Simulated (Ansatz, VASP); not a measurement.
# One calculation of Hf, two programs

File INCAR:

```
PREC = Accurate
ENCUT = 600
EDIFF = 1E-6
ISMEAR = -1
SIGMA = 0.15
LREAL = F
LASPH = T
NELM = 80
ALGO = Fast
ISIF = 3
LWAVE = F
LCHARG = F
GGA = PE
IBRION = 2
NSW = 80
EDIFFG = -0.001
```

Contents of KPOINTS:

```
regular mesh
0
Gamma
  18 18 8
```

POSCAR

```
Hf
1.0
    3.2042764932      0.0000000000      0.0000000000
   -1.6021382466      2.7749848439      0.0000000000
    0.0000000000      0.0000000000      5.0685977252
Hf
2
Direct
    0.3333333333      0.6666666667      0.2500000000
    0.6666666667      0.3333333333      0.7500000000
```

Input for Ansatz:

```yaml
crystal:
  lattice:
    - [3.2042764932, 0.0, 0.0]
    - [-1.6021382466, 2.7749848439, 0.0]
    - [0.0, 0.0, 5.0685977252]
  atoms:
    - { symbol: Hf, position: [0.3333333333, 0.6666666667, 0.25] }
    - { symbol: Hf, position: [0.6666666667, 0.3333333333, 0.75] }
basis:
  ecutwfc: 420
kpoints:
  mp_grid: { grid: [18, 18, 8] }
hamiltonian:
  xc: pbe
scf:
  occupations: { method: fermi_dirac, width: 0.15 }
output:
  forces: true
  stress: true
  eigenvalues: true
relax:
  adjacent_minimum: "off"
  f_tol: 0.001
  max_steps: 60
  cell: { stress_tol: 0.01 }
```

Alike in both runs: task relaxation of cell and atoms; functional PBE; k mesh 18 × 18 × 8; occupations fermi-dirac, width 0.15 eV; no spin polarisation.

```csv
,VASP,Ansatz
version,VASP 6.6.1,Ansatz 0.2.0
potentials or method,"VASP PAW PBE potentials, release 64 (Hf_pv), cutoff 600 eV","scalar-relativistic, plane waves, PAW"
valence electrons in the cell,20,52
```

|  | VASP | Ansatz | Ansatz less VASP |
| --- | --- | --- | --- |
| gap on the k mesh at the Fermi level, each at its own relaxed structure (eV) | none | none | - |
| relaxed volume (Å³/atom) | 22.48 | 22.58 | +0.091 |
| relaxed cell length with the largest relative difference (Å) | 5.073 | 5.081 | +0.0083 |

A gap of «none» marks a metal or a gap that the smearing closes. VASP's potentials hold 20 valence electrons a cell and Ansatz's 52, so a difference there can come from the potentials and not from the codes.

Neither program's run includes spin-orbit coupling.
